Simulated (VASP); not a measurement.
Input of a VASP 6.6.1 run:

Contents of INCAR:

```
SYSTEM = Cu
  PREC = Accurate
  ENCUT = 520
  EDIFF = 1E-7
  ISMEAR = 0
  SIGMA = 0.1
  LREAL = .FALSE.
  LASPH = .TRUE.
  NELM = 80
  ALGO = Normal
  ISIF = 2
  LWAVE = .FALSE.
  LCHARG = .FALSE.
  LDIPOL = .TRUE.
  IDIPOL = 3
  DIPOL = 0.5 0.5 0.500
  GGA = PS
  NBANDS = 72
```

KPOINTS

```
regular mesh
0
G
  15 15 1
  0 0 0
```

POSCAR

```
Cu
1.0
    2.5561910000      0.0000000000      0.0000000000
    0.0000000000      2.5561910000      0.0000000000
    0.0000000000      0.0000000000     32.0750000000
Cu
11
Direct
    1.0000000000      1.0000000000      0.2291300000
    0.5000000000      0.5000000000      0.2818170000
    1.0000000000      1.0000000000      0.3365990000
    0.5000000000      0.5000000000      0.3911100000
    1.0000000000      0.0000000000      0.4456000000
    0.5000000000      0.5000000000      0.5000000000
    1.0000000000      1.0000000000      0.5544000000
    0.5000000000      0.5000000000      0.6088900000
    1.0000000000      1.0000000000      0.6634010000
    0.5000000000      0.5000000000      0.7181830000
    0.0000000000      0.0000000000      0.7708700000
```

Potentials or basis: VASP PAW PBE potentials, release 64 (Cu).

The run is started by

```sh
$ cat potpaw_PBE.64/Cu/POTCAR > POTCAR
$ mpirun -np 1 vasp_std > vasp.out
```

Estimate the band gap on the k mesh.

zero (an odd number of electrons rules out a gap without spin polarisation).

Estimate the largest force.

0.035 eV/Å.

Forces in eV/Å, atoms in the order of the input:
```
Cu   0.000  0.000 -0.035
Cu   0.000  0.000  0.002
Cu   0.000  0.000  0.000
Cu   0.000  0.000  0.000
Cu   0.000  0.000  0.001
Cu   0.000  0.000  0.000
Cu   0.000  0.000 -0.001
Cu   0.000  0.000  0.000
Cu   0.000  0.000  0.000
Cu   0.000  0.000 -0.002
Cu   0.000  0.000  0.035
```

Caveat: the PAW data sets were made with another functional, which shifts forces and pressure a little.
